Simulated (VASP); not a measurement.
A run of VASP 6.6.1:

File POSCAR:

```
Na3BiAu
1.0
    5.4815025061      0.0000000000      0.0000000000
    0.0000000000      5.4815025061      0.0000000000
    0.0000000000      0.0000000000      5.4815025061
Na Bi Au
3 1 1
Direct
    0.5000000000      0.0000000000      0.0000000000
    0.0000000000      0.5000000000      0.0000000000
    0.0000000000      0.0000000000      0.5000000000
    0.5000000000      0.5000000000      0.5000000000
    0.0000000000      0.0000000000      0.0000000000
```

File INCAR.step1:

```
PREC     = Accurate       # precision mode
ENCUT    = 520            # plane-wave cutoff, eV
EDIFF    = 1E-6           # SCF threshold, eV
ISMEAR   = 0              # smearing method
SIGMA    = 0.1            # smearing width, eV
LREAL    = False          # projectors in reciprocal space
LASPH    = True           # aspherical terms in the spheres
NELM     = 100            # most SCF steps
ALGO     = Normal         # electronic algorithm
ISIF     = 2              # what is computed and relaxed
LWAVE    = False          # write WAVECAR
LCHARG   = True           # write CHGCAR
LMAXMIX  = 4              # l up to which the mixer works
GGA      = PE             # functional
NBANDS   = 32             # bands
```

The input KPOINTS.step1:

```
regular mesh
0
Gamma
  8 8 8
```

Contents of INCAR.step2:

```
PREC     = Accurate       # precision mode
ENCUT    = 520            # plane-wave cutoff, eV
EDIFF    = 1E-6           # SCF threshold, eV
ISMEAR   = -5             # smearing method
SIGMA    = 0.1            # smearing width, eV
LREAL    = False          # projectors in reciprocal space
LASPH    = True           # aspherical terms in the spheres
NELM     = 100            # most SCF steps
ALGO     = Normal         # electronic algorithm
ISIF     = 2              # what is computed and relaxed
LWAVE    = False          # write WAVECAR
LCHARG   = False          # write CHGCAR
LMAXMIX  = 4              # l up to which the mixer works
GGA      = PE             # functional
LORBIT   = 10             # projections on sites
NBANDS   = 32             # bands
NEDOS    = 1001           # points of the DOS
ICHARG   = 11             # starting density
```

The input KPOINTS.step2:

```
regular mesh
0
Gamma
  12 12 12
```

Potentials or basis: VASP PAW PBE potentials, release 64 (Na_pv, Bi_d, Au).

Command:

```sh
$ cat potpaw_PBE.64/Na_pv/POTCAR potpaw_PBE.64/Bi_d/POTCAR potpaw_PBE.64/Au/POTCAR > POTCAR
$ cp INCAR.step1 INCAR
$ cp KPOINTS.step1 KPOINTS
$ mpirun -np 1 vasp_std > vasp.out
$ cp INCAR.step2 INCAR
$ cp KPOINTS.step2 KPOINTS
$ mpirun -np 1 vasp_std > vasp.out
```

Hardware: 1 thread of Intel(R) Xeon(R) Platinum 8259CL CPU @ 2.50GHz (Skylake/Cascade Lake), with other jobs on the host.

Estimate the wall time of this run.

Run time: 7.8 min on 1 thread of Intel(R) Xeon(R) Platinum 8259CL CPU @ 2.50GHz (Skylake/Cascade Lake), on a shared host, peak memory 0.55 GiB. Counts: k points 84.
